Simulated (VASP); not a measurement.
# GaAs: single point with PBE-based screened hybrid

The system is GaAs.

```xyz
2
Lattice="0.0000 2.8331 2.8331 2.8331 0.0000 2.8331 2.8331 2.8331 0.0000" Properties=species:S:1:pos:R:3 pbc="T T T"
Ga    0.0000    0.0000    0.0000
As    1.4165    1.4165    1.4165
```

```yaml
Program: VASP 6.6.1
Task: single point
Functional: PBE-based screened hybrid
Potentials_or_basis: VASP PAW PBE potentials, release 64 (Ga_d, As)
Cutoff: 520 eV
k_mesh: 4 × 4 × 4
Occupations: gaussian, width 0.01 eV
Spin: no spin polarisation
```

```json
{"Pressure": "2.3 GPa", "Band gap on the k mesh": "0.83 eV, direct"}
```

Levels at points of the mesh, in eV from the valence-band top:
| k point | band 6 | band 7 | band 8 | band 9 | band 10 | band 11 | band 12 | band 13 |
| --- | --- | --- | --- | --- | --- | --- | --- | --- |
| (0.00, 0.00, 0.00) | -13.17 | 0.00 | 0.00 | 0.00 | 0.83 | 4.03 | 4.03 | 4.03 |
| (0.50, 0.00, 0.00) | -11.36 | -6.84 | -1.17 | -1.17 | 1.28 | 4.94 | 4.94 | 8.10 |
| (0.50, 0.50, 0.00) | -10.59 | -7.03 | -2.75 | -2.75 | 1.70 | 1.92 | 10.64 | 10.64 |

Wall time 15 min on 1 thread of AMD EPYC 7R13, with other jobs on the host, peak memory 0.25 GiB.

Caveat: the k points lie up to 0.48 Å⁻¹ apart; the PAW data sets were made with another functional, which shifts forces and pressure a little. A k mesh can miss the band edges.
